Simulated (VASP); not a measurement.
Write the native input for VASP 6.6.1 that does the following.

```yaml
Task: single point
Functional: PBE
Potentials_or_basis: VASP PAW PBE potentials, release 64 (Ca_sv, Se)
Cutoff: 520 eV
k_mesh: 8 × 8 × 8
Occupations: gaussian, width 0.02 eV
Spin: no spin polarisation
Dipole_correction: no
Further_INCAR_settings: ALGO = Normal; EDIFF = 1e-06; NBANDS = 15
```

The structure of CaSe lies in POSCAR:

```
CaSe
1.0
    0.0000000000      2.9786908139      2.9786908139
    2.9786908139      0.0000000000      2.9786908139
    2.9786908139      2.9786908139      0.0000000000
Ca Se
1 1
Direct
    0.5000000000      0.5000000000      0.5000000000
    0.0000000000      0.0000000000      0.0000000000
```

One way to write it, as run:

INCAR

```
SYSTEM = CaSe
ALGO = Normal ; EDIFF = 1E-6
ENCUT = 520 ; GGA = PE
ISIF = 2 ; ISMEAR = 0
LASPH = .True. ; LCHARG = .False.
LREAL = .False. ; LWAVE = .False.
NBANDS = 15 ; NELM = 80
PREC = Accurate ; SIGMA = 0.02
```

KPOINTS

```
k-points
0
Gamma
  8 8 8
  0 0 0
```

Potentials or basis: VASP PAW PBE potentials, release 64 (Ca_sv, Se).

The run is started by

```sh
$ cat potpaw_PBE.64/Ca_sv/POTCAR potpaw_PBE.64/Se/POTCAR > POTCAR
$ mpirun -np 1 vasp_std > vasp.out
```

It gave:

The pressure is 0.2 GPa and the band gap on the k mesh is 2.07 eV (least direct gap 2.99 eV).

Run time: 27 s on 1 thread of Intel Xeon 8259CL, on a shared host, peak memory 0.18 GiB.
